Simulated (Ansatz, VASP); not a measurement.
## Two plane-wave programs on Nb

INCAR

```
PREC = Accurate ; ENCUT = 520
EDIFF = 1E-8 ; ISMEAR = -1
SIGMA = 0.08 ; LREAL = False
LASPH = True ; NELM = 80
ALGO = Normal ; ISIF = 2
LWAVE = False ; LCHARG = False
GGA = PS ; LEFG = True
NBANDS = 12
```

The input KPOINTS:

```
regular mesh
0
Gamma
  13 13 13
```

The input POSCAR:

```
Nb
1.0
    0.0000000000      2.1079263686      2.1079263686
    2.1079263686      0.0000000000      2.1079263686
    2.1079263686      2.1079263686      0.0000000000
Nb
1
Direct
    0.0000000000      0.0000000000      0.0000000000
```

Input for Ansatz:

```yaml
crystal:
  lattice:
    - [0.0, 2.1079263686, 2.1079263686]
    - [2.1079263686, 0.0, 2.1079263686]
    - [2.1079263686, 2.1079263686, 0.0]
  atoms:
    - { symbol: Nb, position: [0.0, 0.0, 0.0] }
kpoints:
  mp_grid: { grid: [13, 13, 13] }
scf:
  occupations: { method: fermi_dirac, width: 0.08 }
hamiltonian:
  xc: pbesol
  pseudopotentials: { kind: paw }
output:
  forces: true
  stress: true
  eigenvalues: true
  efg: { contact_densities: true }
```

Change from the starting cell: volume scaled by 0.99, PAW files.

Alike in both runs: task electric field gradients; functional PBEsol; k mesh 13 × 13 × 13; occupations fermi-dirac, width 0.08 eV; no spin polarisation.

|  | VASP | Ansatz |
| --- | --- | --- |
| version | VASP 6.6.1 | Ansatz 0.2.0 |
| potentials or method | VASP PAW PBE potentials, release 64 (Nb_sv) | PAW with Ansatz's default frozen-core files, scalar-relativistic |
| plane-wave cutoff (eV) | 520 | 420 |
| valence electrons in the cell | 13 | 13 |

VASP gave:

* pressure (GPa): -5.4

Which values does Ansatz return?

Pressure (GPa): -5.1.

VASP's potentials were made for PBE, not for PBEsol. With one functional, cell and mesh, what is left measures potentials, basis and numerics.
